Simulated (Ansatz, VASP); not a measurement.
## One calculation of Cu, two programs

```xyz
2
Lattice="2.5082 0.0000 0.0000 -1.2541 2.1722 0.0000 0.0000 0.0000 4.1114" Properties=species:S:1:pos:R:3 pbc="T T T"
Cu    0.0000    1.4481    1.0278
Cu    1.2541    0.7241    3.0835
```

Alike in both runs: task single point; functional BLYP; k mesh 15 × 15 × 8; occupations fermi-dirac, width 0.1 eV; no spin polarisation.

|  | VASP | Ansatz |
| --- | --- | --- |
| version | VASP 6.6.1 | Ansatz 0.2.0 |
| potentials or method | VASP PAW PBE potentials, release 64 (Cu), cutoff 520 eV | plane waves (420 eV) with PAW, scalar-relativistic |
| valence electrons in the cell | 22 | 38 |

Ansatz gave:

```
pressure (GPa)                                                : 20.0
traceless stress, the component that is largest in VASP (GPa) : 1.10
```

**Question.** Which values does VASP return?

**Answer.** Pressure (GPa): 20.8; traceless stress, the component that is largest in VASP (GPa): 1.10.

VASP's potentials were made for PBE, not for BLYP. VASP's potentials hold 22 valence electrons a cell and Ansatz's 38, so a difference there can come from the potentials and not from the codes.
